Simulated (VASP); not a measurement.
## Ti6O: single point with PBEsol

The system is Ti6O.

```
CELL_PARAMETERS angstrom
4.64823 0.00000 0.00000
-2.32412 4.02549 0.00000
0.00000 0.00000 5.06569
ATOMIC_POSITIONS crystal
Ti 0.33133 0.00000 0.25948
Ti 0.00000 0.33133 0.25948
Ti 0.66867 0.66867 0.25948
Ti 0.00000 0.66867 0.74052
Ti 0.66867 0.00000 0.74052
Ti 0.33133 0.33133 0.74052
O 0.00000 0.00000 0.00000
```

This cell differs from its parent crystal: strain -0.080 along x and y, +0.080 along z.

```
Program                : VASP 6.6.1
Task                   : single point
Functional             : PBEsol
Potentials or basis    : VASP PAW PBE potentials, release 64 (Ti_sv, O)
Cutoff                 : 520 eV
k mesh                 : 12 × 12 × 8
Occupations            : gaussian, width 0.15 eV
Spin                   : no spin polarisation
Dipole correction      : no
Further INCAR settings : ALGO = Normal; EDIFF = 1e-07; NBANDS = 48
```

```json
{
 "Pressure": "15.9 GPa",
 "Largest force": "0.373 eV/Å",
 "Band gap on the k mesh": "zero (band 39 reaches 9.94 eV, above the bottom of band 40 at 9.48 eV)"
}
```

Forces on the atoms (eV/Å):
```
Ti   0.367  0.000 -0.065
Ti  -0.184  0.318 -0.065
Ti  -0.184 -0.318 -0.065
Ti   0.184 -0.318  0.065
Ti  -0.367  0.000  0.065
Ti   0.184  0.318  0.065
O    0.000  0.000  0.000
```

Stress tensor (GPa, compression positive):
```
24.73  0.00  0.00
 0.00 24.73  0.00
 0.00  0.00 -1.61
```

Levels at points of the mesh, in eV from the Fermi level:
```csv
k point,band 36,band 37,band 38,band 39,band 40,band 41,band 42,band 43
"(0.00, 0.00, 0.00)",-0.75,-0.54,-0.54,-0.02,0.03,0.03,0.95,0.95
"(0.50, 0.00, 0.00)",-0.95,-0.84,-0.08,-0.05,0.32,0.40,0.77,0.89
"(0.00, 0.00, 0.50)",-0.81,-0.27,-0.27,-0.21,-0.06,-0.06,0.74,0.74
"(0.50, 0.00, 0.50)",-0.60,-0.57,-0.45,-0.32,-0.27,0.03,0.81,0.86
```

It took 5.1 min on 1 thread of Intel(R) Xeon(R) 6975P-C (Granite Rapids), on a shared host, peak memory 0.52 GiB.

Caveat: the cell differs from its parent crystal (strain -0.080 along x and y, +0.080 along z); the PAW data sets were made with another functional, which shifts forces and pressure a little.
